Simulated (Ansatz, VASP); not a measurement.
Sr: VASP beside Ansatz

```xyz
1
Lattice="-2.4614 2.4614 2.3523 2.4614 -2.4614 2.3523 2.4614 2.4614 -2.3523" Properties=species:S:1:pos:R:3 pbc="T T T"
Sr    0.0000    0.0000    0.0000
```

Change from the starting cell: strain +0.015 along x and y, -0.030 along z, atoms carried along.

Alike in both runs: task single point; functional LDA; k mesh 14 × 14 × 14; occupations gaussian, width 0.15 eV; no spin polarisation.

```csv
,VASP,Ansatz
version,VASP 6.6.1,Ansatz 0.2.0
potentials or method,"VASP PAW LDA potentials, release 64 (Sr_sv), cutoff 520 eV","scalar-relativistic, plane waves, PAW"
valence electrons in the cell,10,10
```

Ansatz gave:

- gap on the k mesh at the Fermi level (eV): none
- pressure (GPa): -1.8
- traceless stress, the component that is largest in VASP (GPa): 0.06

Problem. Estimate VASP's values.

Solution. gap on the k mesh at the Fermi level (eV): none; pressure (GPa): -1.8; traceless stress, the component that is largest in VASP (GPa): 0.07.

LDA's correlation is that of Perdew and Zunger in VASP and of Perdew and Wang (1992) in Ansatz. A gap of «none» marks a metal or a gap that the smearing closes.
